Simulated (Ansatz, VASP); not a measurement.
## Ir: VASP beside Ansatz

```
Ir
1.0
     0.00000    1.91560    1.91560
     1.91560    0.00000    1.91560
     1.91560    1.91560    0.00000
Ir
1
Direct
  0.00000 0.00000 0.00000
```

Alike in both runs: task single point; functional r2SCAN; k mesh 18 × 18 × 18; occupations gaussian, width 0.1 eV; no spin polarisation.

|  | VASP | Ansatz |
| --- | --- | --- |
| version | VASP 6.6.1 | Ansatz 0.2.0 |
| potentials or method | VASP PAW PBE potentials, release 64 (Ir_sv_GW), cutoff 620 eV | scalar-relativistic, plane waves, PAW |
| valence electrons in the cell | 17 | 17 |

VASP gave:

```
gap on the k mesh at the Fermi level (eV) : none
pressure (GPa)                            : 3.0
```

What did Ansatz give for the same quantities?

gap on the k mesh at the Fermi level (eV): none; pressure (GPa): 3.9.

VASP's potentials were made for PBE, not for r2SCAN. A gap of «none» marks a metal or a gap that the smearing closes.

Neither program's run includes spin-orbit coupling.
